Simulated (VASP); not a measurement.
# MnS (Fm-3m) in VASP: notebook

MnS is run at these levels: PBE+U; tasks: single point.

All numbers are computed with VASP 6.6.1; they aren't measurements. Logs are shortened: lines on timing, memory, paths and dates and some standing lists are left out, and cuts for length are marked.

## (1) The cell of the first run

Symmetry: Fm-3m, No. 225, cubic system. Conventional cell: a = 5.224 Å, b = 5.224 Å, c = 5.224 Å, α = 90.00°, β = 90.00°, γ = 90.00°. Mn (site symmetry m-3m) has 6 S at 2.61 Å within 3.4 Å. Within 3.4 Å of S (site symmetry m-3m) lie 6 Mn at 2.61 Å.

## (2) Single point, PBE+U, collinear spin, ferromagnetic start

Contents of INCAR:

```
SYSTEM = MnS
ALGO = Normal
EDIFF = 1E-6
ENCUT = 520
GGA = PE
ISIF = 2
ISMEAR = 0
ISPIN = 2
LASPH = .TRUE.
LCHARG = .FALSE.
LDAU = .TRUE.
LDAUJ = 0 0
LDAUL = 2 -1
LDAUPRINT = 1
LDAUTYPE = 2
LDAUU = 4 0
LMAXMIX = 4
LORBIT = 11
LREAL = .FALSE.
LWAVE = .FALSE.
MAGMOM = 4.96 0.12
NBANDS = 20
NELM = 150
PREC = Accurate
SIGMA = 0.05
```

Contents of KPOINTS:

```
k-points
0
G
  6 6 6
  0 0 0
```

Contents of POSCAR:

```
MnS
1.0
    0.0000000000      2.6122498900      2.6122498900
    2.6122498900      0.0000000000      2.6122498900
    2.6122498900      2.6122498900      0.0000000000
Mn S
1 1
Direct
    0.0000000000      0.0000000000      0.0000000000
    0.5000000000      0.5000000000      0.5000000000
```

Potentials or basis: VASP PAW PBE potentials, release 64 (Mn_pv, S).

Run with:

```console
$ cat potpaw_PBE.64/Mn_pv/POTCAR potpaw_PBE.64/S/POTCAR > POTCAR
$ mpirun -np 1 vasp_std > vasp.out
```

OUTCAR:

```text
SYSTEM = MnS
   EDIFF = 1E-6
   ENCUT = 520
   GGA = PE
   ISIF = 2
   ISMEAR = 0
   ISPIN = 2
   LASPH = .TRUE.
   LORBIT = 11
   LREAL = .FALSE.
   NELM = 150
   PREC = Accurate

 ion  position               nearest neighbor table
   1  0.000  0.000  0.000-   2 2.61   2 2.61   2 2.61   2 2.61   2 2.61   2 2.61
   2  0.500  0.500  0.500-   1 2.61   1 2.61   1 2.61   1 2.61   1 2.61   1 2.61

  LATTYP: Found a face centered cubic cell.
 ALAT       =     5.2244997800

  Lattice vectors:

 A1 = (   0.0000000000,   2.6122498900,   2.6122498900)
 A2 = (   2.6122498900,   0.0000000000,   2.6122498900)
 A3 = (   2.6122498900,   2.6122498900,   0.0000000000)

Analysis of symmetry for initial positions (statically):
=====================================================================
 Subroutine PRICEL returns:
 Original cell was already a primitive cell.

 Routine SETGRP: Setting up the symmetry group for a
 face centered cubic supercell.

 Subroutine GETGRP returns: Found 48 space group operations
 (whereof 48 operations were pure point group operations)
 out of a pool of 48 trial point group operations.

The static configuration has the point symmetry O_h .

Analysis of symmetry for dynamics (positions and initial velocities):
=====================================================================
 Subroutine PRICEL returns:
 Original cell was already a primitive cell.

 Routine SETGRP: Setting up the symmetry group for a
 face centered cubic supercell.

 Subroutine GETGRP returns: Found 48 space group operations
 (whereof 48 operations were pure point group operations)
 out of a pool of 48 trial point group operations.

The dynamic configuration has the point symmetry O_h .

Analysis of structural, dynamic, and magnetic symmetry:
=====================================================================
 Subroutine PRICEL returns:
 Original cell was already a primitive cell.

 Routine SETGRP: Setting up the symmetry group for a
 face centered cubic supercell.

 Subroutine GETGRP returns: Found 48 space group operations
 (whereof 48 operations were pure point group operations)
 out of a pool of 48 trial point group operations.

The overall configuration has the point symmetry O_h .

 Subroutine INISYM returns: Found 48 space group operations
 (whereof 48 operations are pure point group operations),
 and found     1 'primitive' translations

----------------------------------------------------------------------------------------

                                     Primitive cell

  volume of cell :      35.6512

  direct lattice vectors                    reciprocal lattice vectors
     0.000000000  2.612249890  2.612249890    -0.191405884  0.191405884  0.191405884
     2.612249890  0.000000000  2.612249890     0.191405884 -0.191405884  0.191405884
     2.612249890  2.612249890  0.000000000     0.191405884  0.191405884 -0.191405884

  length of vectors
     3.694279223  3.694279223  3.694279223     0.331524716  0.331524716  0.331524716

  position of ions in fractional coordinates (direct lattice)
     0.000000000  0.000000000  0.000000000
     0.500000000  0.500000000  0.500000000

  ion indices of the primitive-cell ions
   primitive index   ion index
                 1           1
                 2           2

----------------------------------------------------------------------------------------

 KPOINTS: k-points

Automatic generation of k-mesh.
 Grid dimensions read from file:
 generate k-points for:    6    6    6

 Generating k-lattice:

  Cartesian coordinates                     Fractional coordinates (reciprocal lattice)
    -0.031900981  0.031900981  0.031900981     0.166666667  0.000000000  0.000000000
     0.031900981 -0.031900981  0.031900981     0.000000000  0.166666667  0.000000000
     0.031900981  0.031900981 -0.031900981     0.000000000  0.000000000  0.166666667

  Length of vectors
     0.055254119  0.055254119  0.055254119

  Shift w.r.t. Gamma in fractional coordinates (k-lattice)
     0.000000000  0.000000000  0.000000000

 Subroutine IBZKPT returns following result:
 ===========================================

 Found     16 irreducible k-points:

 Following reciprocal coordinates:
            Coordinates               Weight
  0.000000  0.000000  0.000000      1.000000
  0.166667  0.000000  0.000000      8.000000
  0.333333  0.000000  0.000000      8.000000
  0.500000  0.000000  0.000000      4.000000
  0.166667  0.166667  0.000000      6.000000
  0.333333  0.166667  0.000000     24.000000
[... 8 lines left out ...]
 -0.333333  0.333333  0.166667     24.000000
 -0.333333  0.500000  0.166667     12.000000
   k-points           NKPTS =     16   k-points in BZ     NKDIM =     16   number of bands    NBANDS=     20
   number of dos      NEDOS =    301   number of ions     NIONS =      2
   total plane-waves  NPLWV =  21952
   dimension x,y,z NGX =    28 NGY =   28 NGZ =   28
   dimension x,y,z NGXF=    56 NGYF=   56 NGZF=   56
   ions per type =               1   1
   NGX,Y,Z   is equivalent  to a cutoff of  12.60, 12.60, 12.60 a.u.
   NGXF,Y,Z  is equivalent  to a cutoff of  25.20, 25.20, 25.20 a.u.
 SYSTEM =  MnS
   PREC   = accura    normal or accurate (medium, high low for compatibility)
   ISTART =      0    job   : 0-new  1-cont  2-samecut
   ICHARG =      2    charge: 1-file 2-atom 10-const
   ISPIN  =      2    spin polarized calculation?
   LNONCOLLINEAR =      F non collinear calculations
   LSORBIT =      F    spin-orbit coupling
   LASPH  =      T    aspherical Exc in radial PAW
   ENCUT  =  520.0 eV  38.22 Ry    6.18 a.u.   6.87  6.87  6.87*2*pi/ulx,y,z
   NELM   =    150;   NELMIN=  2; NELMDL= -5     # of ELM steps
   EDIFF  = 0.1E-05   stopping-criterion for ELM
   LREAL  =      F    real-space projection
   EDIFFG = 0.1E-04   stopping-criterion for IOM
   NSW    =      0    number of steps for IOM
   IBRION =     -1    ionic relax: 0-MD 1-quasi-New 2-CG
   NFREE  =      0    steps in history (QN), initial steepest desc. (CG)
   ISIF   =      2    stress and relaxation
   ISYM   =      2    0-nonsym 1-usesym 2-fastsym
   POTIM  = 0.5000    time-step for ionic-motion
   TEBEG  =    0.0;   TEEND  =   0.0 temperature during run
   PSTRESS=    0.0 pullay stress
   NELECT =      19.0000    total number of electrons
[... 18 lines left out ...]
   LHFCALC =     F    Hartree Fock is set to
   AEXX    =    0.0000 exact exchange contribution
   IVDW    =     0    specifies the selected vdW correction
   LEPSILON=     F    determine dielectric tensor
   LRPA    =     F    only Hartree local field effects (RPA)
 spin polarized calculation
 Gauss-broadening in eV      SIGMA  =   0.05
  energy-cutoff  :      520.00
  volume of cell :       35.65
 maximum number of plane-waves:       982
   NGX = 13   NGY = 13   NGZ = 13

atom =   1  type =  1  l = 2

 onsite density matrix

spin component  1

  0.9339  0.0000 -0.0000  0.0000 -0.0000
  0.0000  0.9339  0.0000 -0.0000  0.0000
 -0.0000  0.0000  0.9557  0.0000  0.0000
  0.0000 -0.0000  0.0000  0.9339 -0.0000
 -0.0000  0.0000  0.0000 -0.0000  0.9557

spin component  2

  0.0146 -0.0000 -0.0000 -0.0000  0.0000
 -0.0000  0.0146 -0.0000  0.0000  0.0000
 -0.0000 -0.0000  0.0750 -0.0000 -0.0000
 -0.0000  0.0000 -0.0000  0.0146  0.0000
  0.0000  0.0000 -0.0000  0.0000  0.0750

 occupancies and eigenvectors

  o =  0.0146  v =  0.0000  0.0000  0.0000  0.0000  0.0000  1.0000  0.0033  0.0000  0.0021 -0.0000      0.0000  0.0000  0.0000  0.0000  0.0000  0.0000  0.0000  0.0000  0.0000  0.0000
  o =  0.0146  v =  0.0000  0.0000  0.0000  0.0000  0.0000  0.0034 -0.9990 -0.0000 -0.0438  0.0000      0.0000  0.0000  0.0000  0.0000  0.0000  0.0000  0.0000  0.0000  0.0000  0.0000
  o =  0.0146  v =  0.0000  0.0000  0.0000  0.0000  0.0000  0.0020  0.0438 -0.0000 -0.9990  0.0000      0.0000  0.0000  0.0000  0.0000  0.0000  0.0000  0.0000  0.0000  0.0000  0.0000
  o =  0.0750  v =  0.0000  0.0000  0.0000  0.0000  0.0000  0.0000  0.0000  0.0033  0.0000  1.0000      0.0000  0.0000  0.0000  0.0000  0.0000  0.0000  0.0000  0.0000  0.0000  0.0000
  o =  0.0750  v =  0.0000  0.0000  0.0000  0.0000  0.0000 -0.0000 -0.0000  1.0000 -0.0000 -0.0033      0.0000  0.0000  0.0000  0.0000  0.0000  0.0000  0.0000  0.0000  0.0000  0.0000
  o =  0.9339  v =  1.0000  0.0000  0.0000  0.0000  0.0000  0.0000  0.0000  0.0000  0.0000  0.0000      0.0000  0.0000  0.0000  0.0000  0.0000  0.0000  0.0000  0.0000  0.0000  0.0000
  o =  0.9339  v =  0.0000 -0.5122 -0.0000 -0.8589  0.0000  0.0000  0.0000  0.0000  0.0000  0.0000      0.0000  0.0000  0.0000  0.0000  0.0000  0.0000  0.0000  0.0000  0.0000  0.0000
  o =  0.9339  v =  0.0000  0.8589  0.0000 -0.5122 -0.0000  0.0000  0.0000  0.0000  0.0000  0.0000      0.0000  0.0000  0.0000  0.0000  0.0000  0.0000  0.0000  0.0000  0.0000  0.0000
  o =  0.9557  v =  0.0000  0.0000 -1.0000  0.0000  0.0070  0.0000  0.0000  0.0000  0.0000  0.0000      0.0000  0.0000  0.0000  0.0000  0.0000  0.0000  0.0000  0.0000  0.0000  0.0000
  o =  0.9557  v =  0.0000  0.0000  0.0070 -0.0000  1.0000  0.0000  0.0000  0.0000  0.0000  0.0000      0.0000  0.0000  0.0000  0.0000  0.0000  0.0000  0.0000  0.0000  0.0000  0.0000

 number of electron      18.9999987 magnetization       5.0000184

 Free energy of the ion-electron system (eV)
  ---------------------------------------------------
  ext. energy  EPLUGINS =         0.00000000
  ---------------------------------------------------
  free energy    TOTEN  =       -12.95002971 eV

  energy without entropy =      -12.95002971  energy(sigma->0) =      -12.95002971

 E-fermi :   6.6200     XC(G=0): -10.5557

 val. band max:        6.3049909773   @ k =   0.5000   0.0000   0.0000
 cond. band min:       6.9263798094   @ k =   0.5000   0.5000   0.0000
 fundamental gap:      0.6213888321
 Fermi energy:         6.6200428791

 spin component 1

 k-point     1 :       0.0000    0.0000    0.0000
  band No.  band energies     occupation
      1     -44.3764      1.00000
      2     -44.3764      1.00000
      3     -44.3764      1.00000
      4      -7.7734      1.00000
      5       1.4166      1.00000
      6       1.4166      1.00000
[... 12 lines left out ...]
     19      17.9403      0.00000
     20      18.5846      0.00000
[... 323 lines left out ...]
 k-point    16 :      -0.3333    0.5000    0.1667
  band No.  band energies     occupation
      1     -44.3823      1.00000
      2     -44.3803      1.00000
      3     -44.3793      1.00000
      4      -6.2929      1.00000
      5       0.7840      1.00000
      6       0.8584      1.00000
[... 12 lines left out ...]
     19      20.8507      0.00000
     20      22.1625      0.00000
 Fermi energy:         6.6200428791

 spin component 2

 k-point     1 :       0.0000    0.0000    0.0000
  band No.  band energies     occupation
      1     -39.4774      1.00000
      2     -39.4774      1.00000
      3     -39.4774      1.00000
      4      -7.4992      1.00000
      5       5.0881      1.00000
      6       5.0881      1.00000
[... 12 lines left out ...]
     19      19.9082      0.00000
     20      20.4031      0.00000
[... 323 lines left out ...]
 k-point    16 :      -0.3333    0.5000    0.1667
  band No.  band energies     occupation
      1     -39.4856      1.00000
      2     -39.4828      1.00000
      3     -39.4815      1.00000
      4      -5.9530      1.00000
      5       1.5493      1.00000
      6       2.6225      1.00000
[... 12 lines left out ...]
     19      21.1843      0.00000
     20      23.4049      0.00000

------------------------ aborting loop because EDIFF is reached ----------------------------------------

  FORCE on cell =-STRESS in cart. coord.  units (eV):
  Direction    XX          YY          ZZ          XY          YZ          ZX
  --------------------------------------------------------------------------------------
  -------------------------------------------------------------------------------------
  Total        0.7765470      0.7765470      0.7765470      0.0000000      0.0000000     -0.0000000
  in kB       34.8982908     34.8982908     34.8982908      0.0000000      0.0000000     -0.0000000
  external PRESSURE =      34.8982908 kB  Pullay stress =       0.0000000 kB

 VOLUME and BASIS-vectors are now :
 -----------------------------------------------------------------------------
  energy-cutoff  :      520.00
  volume of cell :       35.65
      direct lattice vectors                 reciprocal lattice vectors
     0.000000000  2.612249890  2.612249890    -0.191405884  0.191405884  0.191405884
     2.612249890  0.000000000  2.612249890     0.191405884 -0.191405884  0.191405884
     2.612249890  2.612249890  0.000000000     0.191405884  0.191405884 -0.191405884

 POSITION                                       TOTAL-FORCE (eV/Angst)
 -----------------------------------------------------------------------------------
      0.00000      0.00000      0.00000        -0.000000     -0.000000     -0.000000
      2.61225      2.61225      2.61225         0.000000      0.000000      0.000000
 -----------------------------------------------------------------------------------
    total drift:                               -0.000000      0.000000      0.000000

  FREE ENERGIE OF THE ION-ELECTRON SYSTEM (eV)
  ---------------------------------------------------
  free  energy   TOTEN  =       -12.9500297146 eV

  energy  without entropy=      -12.9500297146  energy(sigma->0) =      -12.95002971

 total charge

# of ion       s       p       d       tot
------------------------------------------
    1        0.217   6.168   4.890  11.275
    2        1.320   2.463   0.000   3.783
--------------------------------------------------
tot          1.537   8.631   4.890  15.058

 magnetization (x)

# of ion       s       p       d       tot
------------------------------------------
    1        0.048   0.037   4.510   4.596
    2        0.020   0.064   0.000   0.085
--------------------------------------------------
tot          0.069   0.102   4.510   4.681
```

Run time: 32 s. Hardware: 1 thread of Intel Xeon 8259CL, shared host; peak memory 0.17 GiB.

What came out:

- Free energy: -12.9500 eV
- Pressure: 3.5 GPa
- Band gap on the k mesh: 0.62 eV (least direct gap 2.74 eV)
- Net moment: 5.00 μB per cell
- Site moments: Mn +4.60; S +0.09 μB
- Valence electrons inside the program's atomic spheres: Mn 11.28; S 3.78

Levels at points of the mesh, in eV from the valence-band top:
Spin up:
```
           k point  band 8  band 9  band 10  band 11  band 12  band 13  band 14  band 15  band 16  band 17
(0.00, 0.00, 0.00)   -4.87   -4.87    -1.40    -1.40    -1.40     1.97     8.55     8.55     8.55    10.85
(0.50, 0.00, 0.00)   -4.48   -4.48    -3.80     0.00     0.00     3.11     5.65     5.65     8.69    12.19
(0.50, 0.50, 0.00)   -4.37   -4.37    -3.88    -3.03    -3.03     1.05     5.28    10.46    12.14    12.14
```
Spin down:
```
           k point  band 4  band 5  band 6  band 7  band 8  band 9  band 10  band 11
(0.00, 0.00, 0.00)  -13.80   -1.22   -1.22   -1.22    2.11    2.11     2.11     2.12
(0.50, 0.00, 0.00)  -12.53   -5.90   -2.57   -2.57    3.38    3.38     3.46     3.68
(0.50, 0.50, 0.00)  -12.32   -5.14   -2.75   -2.75    0.62    2.52     2.64     3.69
```

Eigenvalues of the final occupation matrices:
| site | spin | trace | eigenvalues |
| --- | --- | --- | --- |
| site 1 d | 1 | 4.71 | 0.93 0.93 0.93 0.96 0.96 |
| site 1 d | 2 | 0.19 | 0.01 0.01 0.01 0.07 0.07 |

Caveat: the cell stands under pressure; semilocal functionals underestimate gaps, and a narrow one can read as zero; a cell with one magnetic atom can't hold antiferromagnetic order, which such compounds often take.

## (3) Single point, PBE+U, collinear spin, ferromagnetic start

Contents of INCAR:

```
  PREC = Accurate
  ENCUT = 520
  EDIFF = 1E-6
  ISMEAR = 0
  SIGMA = 0.05
  LREAL = False
  LASPH = True
  NELM = 150
  ALGO = Normal
  ISIF = 2
  LWAVE = False
  LCHARG = False
  ISPIN = 2
  MAGMOM = 5 0
  LORBIT = 11
  LMAXMIX = 4
  LDAU = True
  LDAUTYPE = 2
  LDAUL = 2 -1
  LDAUU = 4 0
  LDAUJ = 0 0
  LDAUPRINT = 1
  GGA = PE
  NBANDS = 20
```

Contents of KPOINTS:

```
Automatic mesh
0
Gamma
  6 6 6
```

POSCAR is that of step 2.

Potentials or basis: VASP PAW PBE potentials, release 64 (Mn_pv, S).

Run with:

```console
$ cat potpaw_PBE.64/Mn_pv/POTCAR potpaw_PBE.64/S/POTCAR > POTCAR
$ mpirun -np 1 vasp_std > vasp.out
```

Wall time 43 s (1 thread of Intel Xeon 8259CL, shared host); peak memory 0.18 GiB.

The run converged. Its results:

- Free energy: -12.9500 eV
- Pressure: 3.5 GPa
- Band gap on the k mesh: 0.62 eV (least direct gap 2.74 eV)
- Net moment: 5.00 μB per cell
- Site moments: Mn +4.60; S +0.09 μB
- Valence electrons inside the program's atomic spheres: Mn 11.28; S 3.78

Levels at points of the mesh, in eV from the valence-band top:
Spin up:
| k point | band 9 | band 10 | band 11 | band 12 | band 13 | band 14 | band 15 | band 16 |
| --- | --- | --- | --- | --- | --- | --- | --- | --- |
| (0.00, 0.00, 0.00) | -4.87 | -1.40 | -1.40 | -1.40 | 1.97 | 8.55 | 8.55 | 8.55 |
| (0.50, 0.00, 0.00) | -4.48 | -3.80 | 0.00 | 0.00 | 3.11 | 5.65 | 5.65 | 8.69 |
| (0.50, 0.50, 0.00) | -4.37 | -3.88 | -3.03 | -3.03 | 1.05 | 5.28 | 10.46 | 12.14 |
Spin down:
| k point | band 5 | band 6 | band 7 | band 8 | band 9 | band 10 |
| --- | --- | --- | --- | --- | --- | --- |
| (0.00, 0.00, 0.00) | -1.22 | -1.22 | -1.22 | 2.11 | 2.11 | 2.11 |
| (0.50, 0.00, 0.00) | -5.90 | -2.57 | -2.57 | 3.38 | 3.38 | 3.46 |
| (0.50, 0.50, 0.00) | -5.14 | -2.75 | -2.75 | 0.62 | 2.52 | 2.64 |

Eigenvalues of the final occupation matrices:
| site | spin | trace | eigenvalues |
| --- | --- | --- | --- |
| site 1 d | 1 | 4.71 | 0.93 0.93 0.93 0.96 0.96 |
| site 1 d | 2 | 0.19 | 0.01 0.01 0.01 0.07 0.07 |

Caveat: the cell stands under pressure; semilocal functionals underestimate gaps, and a narrow one can read as zero; a cell with one magnetic atom can't hold antiferromagnetic order, which such compounds often take.

## (4) Single point, PBE+U, collinear spin, ferromagnetic start

Contents of INCAR:

```
PREC = Accurate
ENCUT = 520
EDIFF = 1E-6
ISMEAR = 0
SIGMA = 0.05
LREAL = False
LASPH = True
NELM = 150
ALGO = Normal
ISIF = 2
LWAVE = False
LCHARG = True
ISPIN = 2
MAGMOM = 4.96 0.12
LORBIT = 11
LMAXMIX = 4
LDAU = True
LDAUTYPE = 2
LDAUL = 2 -1
LDAUU = 4 0
LDAUJ = 0 0
LDAUPRINT = 1
GGA = PE
LELF = True
LVHAR = True
NBANDS = 20
```

Contents of KPOINTS:

```
regular mesh
0
Gamma
  6 6 6
```

POSCAR is that of step 3.

Run with:

```console
$ cat potpaw_PBE.64/Mn_pv/POTCAR potpaw_PBE.64/S/POTCAR > POTCAR
$ mpirun -np 1 vasp_std > vasp.out
```

Run time: 47 s. Hardware: 1 thread of Intel Xeon 8259CL, shared host; peak memory 0.17 GiB.

The run converged. Its results:

| Property | Result |
| --- | --- |
| Free energy | -12.9500 eV |
| Pressure | 3.5 GPa |
| Band gap on the k mesh | 0.62 eV (least direct gap 2.74 eV) |
| Net moment | 5.00 μB per cell |
| Site moments | Mn +4.60; S +0.09 μB |
| Valence electrons inside the program's atomic spheres | Mn 11.28; S 3.78 |

Levels at points of the mesh, in eV from the valence-band top:
Spin up:
```csv
k point,band 8,band 9,band 10,band 11,band 12,band 13,band 14,band 15,band 16,band 17
"(0.00, 0.00, 0.00)",-4.87,-4.87,-1.40,-1.40,-1.40,1.97,8.55,8.55,8.55,10.85
"(0.50, 0.00, 0.00)",-4.48,-4.48,-3.80,0.00,0.00,3.11,5.65,5.65,8.69,12.19
"(0.50, 0.50, 0.00)",-4.37,-4.37,-3.88,-3.03,-3.03,1.05,5.28,10.46,12.14,12.14
```
Spin down:
```
           k point  band 5  band 6  band 7  band 8  band 9  band 10
(0.00, 0.00, 0.00)   -1.22   -1.22   -1.22    2.11    2.11     2.11
(0.50, 0.00, 0.00)   -5.90   -2.57   -2.57    3.38    3.38     3.46
(0.50, 0.50, 0.00)   -5.14   -2.75   -2.75    0.62    2.52     2.64
```

Eigenvalues of the final occupation matrices:
| site | spin | trace | eigenvalues |
| --- | --- | --- | --- |
| site 1 d | 1 | 4.71 | 0.93 0.93 0.93 0.96 0.96 |
| site 1 d | 2 | 0.19 | 0.01 0.01 0.01 0.07 0.07 |

Caveat: the cell stands under pressure; semilocal functionals underestimate gaps, and a narrow one can read as zero; a cell with one magnetic atom can't hold antiferromagnetic order, which such compounds often take.
